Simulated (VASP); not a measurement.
Sn3Se, 4 atoms in the cell. The structure is cubic, space group Pm-3m (No. 221). The conventional cell has a = 4.742 Å, b = 4.742 Å, c = 4.742 Å, α = 90.00°, β = 90.00°, γ = 90.00°. Within 4.4 Å of Sn (site symmetry 4/mmm) lie 8 Sn at 3.35 Å and 4 Se at 3.35 Å. Within 4.4 Å of Se (site symmetry m-3m) lie 12 Sn at 3.35 Å. 

- Program: VASP 6.6.1
- Task: single point
- Functional: PBEsol
- Potentials or basis: VASP PAW PBE potentials, release 64 (Sn_d, Se)
- Cutoff: 520 eV
- k mesh: 5 × 5 × 5
- Occupations: gaussian, width 0.15 eV
- Spin: no spin polarisation
- Dipole correction: no
- Further INCAR settings: ALGO = Normal; EDIFF = 1e-07; NBANDS = 32

Potentials or basis: VASP PAW PBE potentials, release 64 (Sn_d, Se).

Command:

```sh
$ cat potpaw_PBE.64/Sn_d/POTCAR potpaw_PBE.64/Se/POTCAR > POTCAR
$ mpirun -np 1 vasp_std > vasp.out
```

Hardware: 1 thread of Intel Xeon 8259CL, with other jobs on the host.

Task: How long does it take, and how much memory?

Result: Run time: 38 s on 1 thread of Intel Xeon 8259CL, with other jobs on the host, peak memory 0.21 GiB. Counts: scf iterations 13, k points 10.
